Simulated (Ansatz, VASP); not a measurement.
## C: VASP beside Ansatz

The input POSCAR:

```
C
1.0
   -2.1268362731      1.2279462884      0.0110113261
   -2.1268362731     -1.2279462884      0.0110113261
    0.0656001234      0.0000000000     11.1051787573
C
6
Direct
    0.1665965646      0.1665965646      0.7958339934
    0.4999870883      0.4999870883      0.1591828369
    0.8332918264      0.8332918264      0.4775084151
    0.1666509804      0.1666509804      0.1591745739
    0.4999557186      0.4999557186      0.4775001521
    0.8332604568      0.8332604568      0.7958257303
```

File INCAR.step1:

```
ALGO = Normal ; EDIFF = 1E-4
ENCUT = 520 ; GGA = PE
ISMEAR = 0 ; LASPH = True
LCHARG = False ; LREAL = False
LWAVE = True ; NBANDS = 21
NELM = 80 ; PREC = Accurate
SIGMA = 0.05
```

INCAR.step2

```
ALGO = Normal ; EDIFF = 1E-6
ENCUT = 520 ; ISIF = 2
ISMEAR = 0 ; ISTART = 1
LASPH = True ; LCHARG = False
LMIXTAU = True ; LREAL = False
LWAVE = False ; METAGGA = R2SCAN
NBANDS = 21 ; NELM = 80
PREC = Accurate ; SIGMA = 0.05
```

Contents of KPOINTS:

```
k-points
0
Gamma
  12 12 3
```

Input for Ansatz:

```yaml
crystal:
  lattice:
    - [-2.1268362731, 1.2279462884, 0.0110113261]
    - [-2.1268362731, -1.2279462884, 0.0110113261]
    - [0.0656001234, 0.0, 11.1051787573]
  atoms:
    - { symbol: C, position: [0.1665965646, 0.1665965646, 0.7958339934] }
    - { symbol: C, position: [0.4999870883, 0.4999870883, 0.1591828369] }
    - { symbol: C, position: [0.8332918264, 0.8332918264, 0.4775084151] }
    - { symbol: C, position: [0.1666509804, 0.1666509804, 0.1591745739] }
    - { symbol: C, position: [0.4999557186, 0.4999557186, 0.4775001521] }
    - { symbol: C, position: [0.8332604568, 0.8332604568, 0.7958257303] }
basis:
  ecutwfc: 500
kpoints:
  mp_grid: { grid: [12, 12, 3] }
hamiltonian:
  xc: r2scan
scf:
  occupations: { method: gaussian, width: 0.05 }
output:
  forces: true
  stress: true
  eigenvalues: true
```

Alike in both runs: task single point; functional r2SCAN; k mesh 12 × 12 × 3; occupations gaussian, width 0.05 eV; no spin polarisation.

|  | VASP | Ansatz |
| --- | --- | --- |
| version | VASP 6.6.1 | Ansatz 0.2.0 |
| potentials or method | VASP PAW PBE potentials, release 64 (C), cutoff 520 eV | scalar-relativistic, plane waves, PAW |
| valence electrons in the cell | 24 | 24 |

VASP gave:

```
gap on the k mesh at the Fermi level (eV)                     : 0.20
least direct gap on the mesh (eV)                             : 0.20
pressure (GPa)                                                : 0.5
traceless stress, the component that is largest in VASP (GPa) : -1.16
rms of the force components (eV/Å)                            : 0.008
```

**Question.** Which values does Ansatz return?

**Answer.** gap on the k mesh at the Fermi level (eV): 0.20; least direct gap on the mesh (eV): 0.20; pressure (GPa): -0.1; traceless stress, the component that is largest in VASP (GPa): -0.45; rms of the force components (eV/Å): 0.008.

VASP's potentials were made for PBE, not for r2SCAN. Atom by atom the forces differ by 0.000 eV/Å (rms over components).
